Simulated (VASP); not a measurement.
## Cu: single point with PBEsol

The system is Cu.

```
Cu
1.0
     0.00000    1.75603    1.75603
     1.75603    0.00000    1.75603
     1.75603    1.75603    0.00000
Cu
1
Cartesian
  0.0000 0.0000 0.0000
```

| Item | Value |
| --- | --- |
| Program | VASP 6.6.1 |
| Task | single point |
| Functional | PBEsol |
| Potentials or basis | VASP PAW PBE potentials, release 64 (Cu) |
| Cutoff | 520 eV |
| k mesh | 15 × 15 × 15 |
| Occupations | fermi-dirac, width 0.05 eV |
| Spin | no spin polarisation |

```
Pressure : 8.7 GPa
```

Levels at points of the mesh, in eV from the Fermi level:
```
           k point  band 4  band 5  band 6  band 7  band 8  band 9
(0.00, 0.00, 0.00)   -3.40   -2.45   -2.45   23.19   26.49   26.49
```

Wall time 10 s on 1 thread of Intel(R) Xeon(R) 6975P-C (Granite Rapids) (shared host), peak memory 0.12 GiB.

Caveat: the PAW data sets were made with another functional, which shifts forces and pressure a little.
